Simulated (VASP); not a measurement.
# Ga (Cmcm) in VASP: single point with PBE

Aim: the single point of Ga with PBE.

Everything below comes from runs of VASP 6.6.1. Logs are shortened: lines on timing, memory, paths and dates and some standing lists are left out, and cuts for length are marked.

### Step 1. The cell of the first run

It takes space group Cmcm (No. 63, orthorhombic). Conventional cell: a = 2.782 Å, b = 8.593 Å, c = 3.202 Å, α = 90.00°, β = 90.00°, γ = 90.00°. Ga (site symmetry m2m) has 10 Ga at 2.78 to 3.20 Å within 3.7 Å.

### Step 2. Single point, PBE

INCAR reads:

```
PREC = Accurate
ENCUT = 520
EDIFF = 1E-6
ISMEAR = 0
SIGMA = 0.1
LREAL = False
LASPH = True
NELM = 80
ALGO = Fast
ISIF = 2
LWAVE = False
LCHARG = False
GGA = PE
NBANDS = 20
ISYM = 0
```

KPOINTS reads:

```
Automatic mesh
0
Gamma
  12 12 12
```

POSCAR reads:

```
Ga
1.0
    1.3911931457     -4.2965646826      0.0000000000
    1.3911931457      4.2965646826      0.0000000000
    0.0000000000      0.0000000000      3.2019288081
Ga
2
Direct
    0.8675172184      0.1324827816      0.2500000000
    0.1324827816      0.8675172184      0.7500000000
```

Potentials or basis: VASP PAW PBE potentials, release 64 (Ga_d).

The run is started by

```
cat potpaw_PBE.64/Ga_d/POTCAR > POTCAR
mpirun -np 1 vasp_std > vasp.out
```

OUTCAR:

```text
PREC = Accurate
   ENCUT = 520
   EDIFF = 1E-6
   ISMEAR = 0
   LREAL = False
   LASPH = True
   NELM = 80
   ISIF = 2
   GGA = PE
   ISYM = 0

 ion  position               nearest neighbor table
   1  0.868  0.132  0.250-   2 2.78   2 2.78
   2  0.132  0.868  0.750-   1 2.78   1 2.78

IMPORTANT INFORMATION: All symmetrisations will be switched off!
NOSYMM: (Re-)initialisation of all symmetry stuff for point group C_1.

----------------------------------------------------------------------------------------

                                     Primitive cell

  volume of cell :      38.2781

  direct lattice vectors                    reciprocal lattice vectors
     1.391193146 -4.296564683  0.000000000     0.359403726 -0.116372041  0.000000000
     1.391193146  4.296564683  0.000000000     0.359403726  0.116372041  0.000000000
     0.000000000  0.000000000  3.201928808     0.000000000  0.000000000  0.312311753

  length of vectors
     4.516180515  4.516180515  3.201928808     0.377774390  0.377774390  0.312311753

  position of ions in fractional coordinates (direct lattice)
     0.867517218  0.132482782  0.250000000
     0.132482782  0.867517218  0.750000000

  ion indices of the primitive-cell ions
   primitive index   ion index
                 1           1
                 2           2

----------------------------------------------------------------------------------------

 KPOINTS: Automatic mesh

Automatic generation of k-mesh.
 Grid dimensions read from file:
 generate k-points for:   12   12   12

 Generating k-lattice:

  Cartesian coordinates                     Fractional coordinates (reciprocal lattice)
     0.029950310 -0.009697670  0.000000000     0.083333333  0.000000000  0.000000000
     0.029950310  0.009697670  0.000000000     0.000000000  0.083333333  0.000000000
     0.000000000  0.000000000  0.026025979     0.000000000  0.000000000  0.083333333

  Length of vectors
     0.031481199  0.031481199  0.026025979

  Shift w.r.t. Gamma in fractional coordinates (k-lattice)
     0.000000000  0.000000000  0.000000000

 Subroutine IBZKPT returns following result:
 ===========================================

 Found    868 irreducible k-points:

 Following reciprocal coordinates:
            Coordinates               Weight
  0.000000  0.000000  0.000000      1.000000
  0.083333  0.000000  0.000000      2.000000
  0.000000  0.083333  0.000000      2.000000
  0.166667  0.000000  0.000000      2.000000
  0.000000  0.166667  0.000000      2.000000
  0.250000  0.000000  0.000000      2.000000
[... 16 lines left out ...]
  0.500000  0.083333  0.000000      2.000000
  0.083333  0.500000  0.000000      2.000000
 [... further k-points ...]
   k-points           NKPTS =    868   k-points in BZ     NKDIM =    868   number of bands    NBANDS=     20
   number of dos      NEDOS =    301   number of ions     NIONS =      2
   total plane-waves  NPLWV =  31104
   dimension x,y,z NGX =    36 NGY =   36 NGZ =   24
   dimension x,y,z NGXF=    72 NGYF=   72 NGZF=   48
   ions per type =               2
   NGX,Y,Z   is equivalent  to a cutoff of  13.25, 13.25, 12.46 a.u.
   NGXF,Y,Z  is equivalent  to a cutoff of  26.50, 26.50, 24.92 a.u.
 SYSTEM =  unknown system
   PREC   = accura    normal or accurate (medium, high low for compatibility)
   ISTART =      0    job   : 0-new  1-cont  2-samecut
   ICHARG =      2    charge: 1-file 2-atom 10-const
   ISPIN  =      1    spin polarized calculation?
   LNONCOLLINEAR =      F non collinear calculations
   LSORBIT =      F    spin-orbit coupling
   LASPH  =      T    aspherical Exc in radial PAW
   ENCUT  =  520.0 eV  38.22 Ry    6.18 a.u.   8.40  8.40  5.95*2*pi/ulx,y,z
   NELM   =     80;   NELMIN=  2; NELMDL= -5     # of ELM steps
   EDIFF  = 0.1E-05   stopping-criterion for ELM
   LREAL  =      F    real-space projection
   EDIFFG = 0.1E-04   stopping-criterion for IOM
   NSW    =      0    number of steps for IOM
   IBRION =     -1    ionic relax: 0-MD 1-quasi-New 2-CG
   NFREE  =      0    steps in history (QN), initial steepest desc. (CG)
   ISIF   =      2    stress and relaxation
   ISYM   =      0    0-nonsym 1-usesym 2-fastsym
   POTIM  = 0.5000    time-step for ionic-motion
   TEBEG  =    0.0;   TEEND  =   0.0 temperature during run
   PSTRESS=    0.0 pullay stress
   NELECT =      26.0000    total number of electrons
   NUPDOWN=      -1.0000    fix difference up-down
   EMIN   =  10.00;   EMAX   =-10.00  energy-range for DOS
   EFERMI =   0.00;   METHOD = LEGACY
   ISMEAR =     0;   SIGMA  =   0.10  broadening in eV -4-tet -1-fermi 0-gaus
   EFERMI_NEDOS =   21; number of points for ismear=-14 and -15
   IALGO  =     68    algorithm
   IMIX   =      4    mixing-type and parameters
     AMIX     =   0.40;   BMIX     =  1.00
     AMIX_MAG =   1.60;   BMIX_MAG =  1.00
  volume/ion in A,a.u.               =      19.14       129.16
  Fermi-wavevector in a.u.,A,eV,Ry     =   1.439072  2.719451 28.176681  2.070928
  Thomas-Fermi vector in A             =   2.557968
   LORBIT       =      0    0 simple, 1 ext, 2 COOP (PROOUT), +10 PAW based schemes
   GGA     = PE    functional components
   LHFCALC =     F    Hartree Fock is set to
   AEXX    =    0.0000 exact exchange contribution
   IVDW    =     0    specifies the selected vdW correction
   LEPSILON=     F    determine dielectric tensor
   LRPA    =     F    only Hartree local field effects (RPA)
 non-spin polarized calculation
 RMM-DIIS sequential band-by-band and
 Gauss-broadening in eV      SIGMA  =   0.10
  energy-cutoff  :      520.00
  volume of cell :       38.28
 maximum number of plane-waves:      1044
 NGX is ok and might be reduce to    36
   NGX = 17   NGY = 17   NGZ = 11

 number of electron      26.0000014 magnetization

 Free energy of the ion-electron system (eV)
  ---------------------------------------------------
  ext. energy  EPLUGINS =         0.00000000
  ---------------------------------------------------
  free energy    TOTEN  =        -5.78758853 eV

  energy without entropy =       -5.78464153  energy(sigma->0) =       -5.78611503

 E-fermi :   5.4064     XC(G=0): -10.9060

 val. band max:        5.4009120064   @ k =   0.0000   0.5000  -0.2500
 cond. band min:       5.4229961231   @ k =   0.0833   0.0833   0.2500
 fundamental gap:      0.0220841167
 Fermi energy:         5.4063806196

 k-point     1 :       0.0000    0.0000    0.0000
  band No.  band energies     occupation
      1      -9.7286      2.00000
      2      -9.6882      2.00000
      3      -9.6781      2.00000
      4      -9.6579      2.00000
      5      -9.4210      2.00000
      6      -9.4155      2.00000
[... 12 lines left out ...]
     19      16.3450      0.00000
     20      18.2886      0.00000

 k-point     2 :       0.0833    0.0000    0.0000
  band No.  band energies     occupation
      1      -9.7149      2.00000
      2      -9.6731      2.00000
      3      -9.6714      2.00000
      4      -9.6380      2.00000
      5      -9.4254      2.00000
      6      -9.4227      2.00000
[... 12 lines left out ...]
     19      16.7403      0.00000
     20      19.5349      0.00000

 k-point     3 :       0.0000    0.0833    0.0000
  band No.  band energies     occupation
      1      -9.7149      2.00000
      2      -9.6731      2.00000
      3      -9.6714      2.00000
      4      -9.6380      2.00000
      5      -9.4254      2.00000
      6      -9.4227      2.00000
[... 12 lines left out ...]
     19      16.7403      0.00000
     20      19.5122      0.00000

 k-point     4 :       0.1667    0.0000    0.0000
  band No.  band energies     occupation
      1      -9.6850      2.00000
      2      -9.6600      2.00000
      3      -9.6304      2.00000
      4      -9.5770      2.00000
      5      -9.4534      2.00000
      6      -9.4421      2.00000
[... 12 lines left out ...]
     19      16.9364      0.00000
     20      20.2116      0.00000

 k-point     5 :       0.0000    0.1667    0.0000
  band No.  band energies     occupation
      1      -9.6850      2.00000
      2      -9.6600      2.00000
      3      -9.6304      2.00000
      4      -9.5770      2.00000
      5      -9.4534      2.00000
      6      -9.4421      2.00000
[... 12 lines left out ...]
     19      16.9364      0.00000
     20      20.2171      0.00000

 k-point     6 :       0.2500    0.0000    0.0000
  band No.  band energies     occupation
      1      -9.6545      2.00000
      2      -9.6430      2.00000
      3      -9.5801      2.00000
      4      -9.5384      2.00000
      5      -9.4841      2.00000
      6      -9.4517      2.00000
[... 12 lines left out ...]
     19      17.1409      0.00000
     20      20.2714      0.00000

 k-point     7 :       0.0000    0.2500    0.0000
  band No.  band energies     occupation
      1      -9.6545      2.00000
      2      -9.6430      2.00000
      3      -9.5801      2.00000
      4      -9.5384      2.00000
      5      -9.4841      2.00000
      6      -9.4517      2.00000
[... 12 lines left out ...]
     19      17.1409      0.00000
     20      20.2433      0.00000
[... 277 lines left out ...]
 k-point    20 :       0.0833    0.3333    0.0000
  band No.  band energies     occupation
      1      -9.6327      2.00000
      2      -9.6310      2.00000
      3      -9.5977      2.00000
      4      -9.5450      2.00000
      5      -9.5409      2.00000
      6      -9.4642      2.00000
[... 12 lines left out ...]
     19      16.4000      0.00000
     20      18.4283      0.00000

 k-point    21 :       0.4167    0.0833    0.0000
  band No.  band energies     occupation
      1      -9.6474      2.00000
      2      -9.6225      2.00000
      3      -9.5831      2.00000
      4      -9.5634      2.00000
      5      -9.5459      2.00000
      6      -9.4666      2.00000
[... 12 lines left out ...]
     19      16.5702      0.00000
     20      17.4279      0.00000

 k-point    22 :       0.0833    0.4167    0.0000
  band No.  band energies     occupation
      1      -9.6474      2.00000
      2      -9.6225      2.00000
      3      -9.5831      2.00000
      4      -9.5634      2.00000
      5      -9.5459      2.00000
      6      -9.4666      2.00000
[... 12 lines left out ...]
     19      16.5703      0.00000
     20      17.4318      0.00000

 k-point    23 :       0.5000    0.0833    0.0000
  band No.  band energies     occupation
      1      -9.6410      2.00000
      2      -9.6132      2.00000
      3      -9.5772      2.00000
      4      -9.5623      2.00000
      5      -9.5459      2.00000
      6      -9.4695      2.00000
[... 12 lines left out ...]
     19      15.8169      0.00000
     20      17.4804      0.00000

 k-point    24 :       0.0833    0.5000    0.0000
  band No.  band energies     occupation
      1      -9.6410      2.00000
      2      -9.6132      2.00000
      3      -9.5772      2.00000
      4      -9.5623      2.00000
      5      -9.5459      2.00000
      6      -9.4695      2.00000
[... 12 lines left out ...]
     19      15.8169      0.00000
     20      17.4743      0.00000

 [... further k-points ...]

------------------------ aborting loop because EDIFF is reached ----------------------------------------

  FORCE on cell =-STRESS in cart. coord.  units (eV):
  Direction    XX          YY          ZZ          XY          YZ          ZX
  --------------------------------------------------------------------------------------
  -------------------------------------------------------------------------------------
  Total        0.0466138      0.0590595      0.0512518     -0.0000038     -0.0000041     -0.0000012
  in kB        1.9510774      2.4720063      2.1452065     -0.0001573     -0.0001710     -0.0000513
  external PRESSURE =       2.1894301 kB  Pullay stress =       0.0000000 kB

 VOLUME and BASIS-vectors are now :
 -----------------------------------------------------------------------------
  energy-cutoff  :      520.00
  volume of cell :       38.28
      direct lattice vectors                 reciprocal lattice vectors
     1.391193146 -4.296564683  0.000000000     0.359403726 -0.116372041  0.000000000
     1.391193146  4.296564683  0.000000000     0.359403726  0.116372041  0.000000000
     0.000000000  0.000000000  3.201928808     0.000000000  0.000000000  0.312311753

 POSITION                                       TOTAL-FORCE (eV/Angst)
 -----------------------------------------------------------------------------------
      1.39119     -3.15812      0.80048         0.000008      0.003665     -0.000029
      1.39119      3.15812      2.40145        -0.000008     -0.003665      0.000029
 -----------------------------------------------------------------------------------
    total drift:                               -0.000007      0.000018      0.000010

  FREE ENERGIE OF THE ION-ELECTRON SYSTEM (eV)
  ---------------------------------------------------
  free  energy   TOTEN  =        -5.7875885337 eV

  energy  without entropy=       -5.7846415279  energy(sigma->0) =       -5.78611503
```

Wall time 22 min (1 thread of Oxide Virtual Turin-like, shared host); peak memory 0.56 GiB.

Results:

```
Free energy            : -5.7876 eV
Pressure               : 0.2 GPa
Largest force          : 0.004 eV/Å
Band gap on the k mesh : zero (bands 13 and 14 overlap by 8.99 eV)
```

Forces on the atoms (eV/Å):
```
Ga   0.000  0.004  0.000
Ga   0.000 -0.004  0.000
```

Levels at points of the mesh, in eV from the Fermi level:
```csv
k point,band 11,band 12,band 13,band 14,band 15,band 16
"(0.00, 0.00, 0.00)",-11.03,-2.71,-2.68,2.88,6.50,9.28
"(0.50, 0.00, 0.00)",-6.01,-5.00,-1.70,-0.57,5.63,7.11
"(0.00, 0.50, 0.00)",-6.01,-5.00,-1.70,-0.57,5.63,7.11
"(0.50, 0.50, 0.00)",-9.27,-8.57,4.81,5.58,6.05,6.21
"(0.00, 0.00, 0.50)",-7.31,-7.31,1.17,1.17,1.62,1.62
"(0.50, 0.00, 0.50)",-2.49,-2.49,-1.38,-1.38,1.86,1.86
"(0.00, 0.50, 0.50)",-2.49,-2.49,-1.38,-1.38,1.86,1.86
"(0.50, 0.50, 0.50)",-5.86,-5.86,-4.17,-4.17,9.89,9.89
```

The gap in the log of VASP goes by the Fermi energy; the results here count the filled bands.